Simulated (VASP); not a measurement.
# HfBe3 (Pm-3m) in VASP: notebook, part 2 of 2

VASP 6.6.1. The steps go on from the part before.

### 6 Relaxation of cell and atoms, PBE

This run uses another cell than the first one, of 12.41 Å³/atom.

INCAR

```
  ALGO = Fast
  EDIFF = 1E-6
  EDIFFG = -0.01
  ENCUT = 600
  GGA = PE
  IBRION = 2
  ISIF = 3
  ISMEAR = 0
  LASPH = T
  LCHARG = F
  LREAL = F
  LWAVE = F
  NELM = 60
  NSW = 100
  PREC = Accurate
  SIGMA = 0.1
```

KPOINTS

```
k-points
0
Gamma
  12 12 12
```

POSCAR

```
HfBe3
1.0
    3.6756302692      0.0000000000      0.0000000000
    0.0000000000      3.6756302692      0.0000000000
    0.0000000000      0.0000000000      3.6756302692
Hf Be
1 3
Direct
    0.0000000000      0.0000000000      0.0000000000
    0.0000000000      0.5000000000      0.5000000000
    0.5000000000      0.0000000000      0.5000000000
    0.5000000000      0.5000000000      0.0000000000
```

Potentials or basis: VASP PAW PBE potentials, release 64 (Hf_pv, Be).

Launch:

```bash
$ cat potpaw_PBE.64/Hf_pv/POTCAR potpaw_PBE.64/Be/POTCAR > POTCAR
$ mpirun -np 1 vasp_std > vasp.out
```

OUTCAR:

```text
EDIFF = 1E-6
   EDIFFG = -0.01
   ENCUT = 600
   GGA = PE
   IBRION = 2
   ISIF = 3
   ISMEAR = 0
   LASPH = T
   LREAL = F
   NELM = 60
   NSW = 100
   PREC = Accurate

 ion  position               nearest neighbor table
   1  0.000  0.000  0.000-   2 2.60   3 2.60   4 2.60   2 2.60   3 2.60   2 2.60   4 2.60   2 2.60
                             3 2.60   4 2.60   3 2.60   4 2.60
   2  0.000  0.500  0.500-   1 2.60   1 2.60   1 2.60   1 2.60
   3  0.500  0.000  0.500-   1 2.60   1 2.60   1 2.60   1 2.60
   4  0.500  0.500  0.000-   1 2.60   1 2.60   1 2.60   1 2.60

  LATTYP: Found a simple cubic cell.
 ALAT       =     3.6756302692

  Lattice vectors:

 A1 = (   3.6756302692,   0.0000000000,   0.0000000000)
 A2 = (   0.0000000000,   3.6756302692,   0.0000000000)
 A3 = (   0.0000000000,   0.0000000000,   3.6756302692)

Analysis of symmetry for initial positions (statically):
=====================================================================
 Subroutine PRICEL returns:
 Original cell was already a primitive cell.

 Routine SETGRP: Setting up the symmetry group for a
 simple cubic supercell.

 Subroutine GETGRP returns: Found 48 space group operations
 (whereof 48 operations were pure point group operations)
[... 246 lines left out ...]

 number of electron      16.0000001 magnetization

 Free energy of the ion-electron system (eV)
  ---------------------------------------------------
  ext. energy  EPLUGINS =         0.00000000
  ---------------------------------------------------
  free energy    TOTEN  =       -20.76676730 eV

  energy without entropy =      -20.75492456  energy(sigma->0) =      -20.76084593

 E-fermi :   4.2566     XC(G=0): -10.6378

 val. band max:        4.2433505993   @ k =   0.2500   0.2500   0.0000
 cond. band min:       4.2657107554   @ k =   0.3333   0.2500   0.2500
 fundamental gap:      0.0223601561
 Fermi energy:         4.2566346275

 k-point     1 :       0.0000    0.0000    0.0000
  band No.  band energies     occupation
      1     -25.0575      2.00000
      2     -25.0575      2.00000
      3     -25.0575      2.00000
      4      -3.8088      2.00000
      5       3.2254      2.00000
      6       3.2254      2.00000
      7       4.7420      0.00000
      8       4.7420      0.00000
      9       4.7420      0.00000
     10       7.7276      0.00000
     11       7.7276      0.00000
     12       7.7276      0.00000
[... 331 lines left out ...]
 k-point    24 :       0.4167    0.3333    0.0000
  band No.  band energies     occupation
      1     -25.1535      2.00000
      2     -25.1309      2.00000
      3     -25.0372      2.00000
      4      -0.9700      2.00000
      5       0.1916      2.00000
      6       2.1153      2.00000
      7       2.8735      2.00000
      8       4.3464      0.20414
      9       5.0566      0.00000
     10       7.9795      0.00000
     11       8.5121      0.00000
     12       9.2362      0.00000

 [... further k-points ...]

------------------------ aborting loop because EDIFF is reached ----------------------------------------

  FORCE on cell =-STRESS in cart. coord.  units (eV):
  Direction    XX          YY          ZZ          XY          YZ          ZX
  --------------------------------------------------------------------------------------
  -------------------------------------------------------------------------------------
  Total        0.0136205      0.0136205      0.0136205     -0.0000000      0.0000000     -0.0000000
  in kB        0.4379558      0.4379558      0.4379558     -0.0000000      0.0000000     -0.0000000
  external PRESSURE =       0.4379558 kB  Pullay stress =       0.0000000 kB
[... 19 lines left out ...]
  FREE ENERGIE OF THE ION-ELECTRON SYSTEM (eV)
  ---------------------------------------------------
  free  energy   TOTEN  =       -20.7667673004 eV

  energy  without entropy=      -20.7549245560  energy(sigma->0) =      -20.76084593

 reached required accuracy - stopping structural energy minimisation
```

Wall time 64 s (1 thread of Intel Xeon 6975P-C (Granite Rapids), shared host); peak memory 0.22 GiB.

What came out:

- Free energy: -20.7668 eV
- Relaxed volume: 12.46 Å³/atom
- Relaxed cell: a = 3.680 Å, b = 3.680 Å, c = 3.680 Å, α = 90.00°, β = 90.00°, γ = 90.00°
- Space group after relaxing (to 0.1 Å): Pm-3m (No. 221)
- Energy gained by relaxing: 0.1 meV/atom
- Ionic steps: 3
- Pressure after relaxing: 0.0 GPa
- Band gap on the k mesh: zero (bands 8 and 9 overlap by 1.72 eV)

The path:
```
step  energy change (eV)  largest force (eV/Å)  pressure (GPa)  volume (Å³)
   1              0.0000                0.0000            0.48        49.66
   2             -0.0002                0.0000           -0.20        49.93
   3             -0.0002                0.0000            0.04        49.83
```

Final structure:
```yaml
crystal:
  lattice:
    - [3.67980, 0.00000, 0.00000]
    - [0.00000, 3.67980, 0.00000]
    - [0.00000, 0.00000, 3.67980]
  atoms:
    - { symbol: Hf, position: [0.00000, 0.00000, 0.00000] }
    - { symbol: Be, position: [0.00000, 0.50000, 0.50000] }
    - { symbol: Be, position: [0.50000, 0.00000, 0.50000] }
    - { symbol: Be, position: [0.50000, 0.50000, 0.00000] }
```

Levels at points of the mesh, in eV from the Fermi level:
```csv
k point,band 4,band 5,band 6,band 7,band 8,band 9,band 10,band 11,band 12
"(0.00, 0.00, 0.00)",-8.07,-1.03,-1.03,0.49,0.49,0.49,3.47,3.47,3.47
"(0.50, 0.00, 0.00)",-5.79,-5.07,-0.96,-0.66,-0.66,3.78,3.98,3.98,4.30
"(0.50, 0.50, 0.00)",-4.69,-3.66,-2.33,-2.33,0.41,0.41,4.27,4.47,4.64
"(0.50, 0.50, 0.50)",-2.34,-2.33,-2.33,-2.33,-0.73,-0.73,-0.73,4.47,5.28
```

Caveat: spin-orbit coupling is left out, which moves the levels of the heavy elements.

### 7 The runs side by side

```csv
task,cell,k mesh,cutoff (eV),gap on the mesh (eV),pressure (GPa),relaxed volume (Å³/atom)
single point,"a = 3.458 Å, 4 atoms",6 × 6 × 6,520,none,30.6,-
single point,"a = 3.676 Å, 4 atoms",6 × 6 × 6,520,none,0.3,-
relaxation of cell and atoms,"relaxed from a = 3.458 Å, 4 atoms",6 × 6 × 6,600,none,0.1,12.43
single point,"a = 3.677 Å, 4 atoms",12 × 12 × 12,520,none,0.3,-
relaxation of cell and atoms,"relaxed from a = 3.676 Å, 4 atoms",12 × 12 × 12,600,none,0.0,12.46
```

Alike in all rows: level PBE; potentials or basis VASP PAW PBE potentials, release 64 (Hf_pv, Be); no spin polarisation; smearing gaussian 0.1 eV.

Caveats: spin-orbit coupling is left out, which moves the levels of the heavy elements; the cell stands under pressure (at least some runs); the volume moved by over 15 % at a fixed basis, so the end points are rough (at least some runs).

Absolute energies hang on the potentials; compare differences alone.
